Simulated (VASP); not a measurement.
Input of a VASP 6.6.1 run:

Contents of INCAR:

```
SYSTEM = AgCl
PREC = Accurate
ENCUT = 520
EDIFF = 1E-6
ISMEAR = 0
SIGMA = 0.01
LREAL = .False.
LASPH = .True.
NELM = 150
ALGO = Normal
ISIF = 2
LWAVE = .False.
LCHARG = .True.
MAGMOM = 0 0 0 0 0 0
LORBIT = 11
LSORBIT = .True.
GGA_COMPAT = .False.
LORBMOM = .True.
LMAXMIX = 4
LVHAR = .True.
NBANDS = 30
```

KPOINTS

```
regular mesh
0
Gamma
  8 8 8
  0 0 0
```

File POSCAR:

```
AgCl
1.0
    0.0000000000      2.6904484922      2.6904484922
    2.6904484922      0.0000000000      2.6904484922
    2.6904484922      2.6904484922      0.0000000000
Ag Cl
1 1
Direct
    0.0000000000      0.0000000000      0.0000000000
    0.5000000000      0.5000000000      0.5000000000
```

Potentials or basis: VASP PAW LDA potentials, release 64 (Ag, Cl).

Launch:

```sh
$ cat potpaw_LDA.64/Ag/POTCAR potpaw_LDA.64/Cl/POTCAR > POTCAR
$ mpirun -np 1 vasp_ncl > vasp.out
```

(1) Predict the net moment.

(2) Estimate the pressure.

Results:

(1) 0.00 μB per cell.

(2) -1.0 GPa.
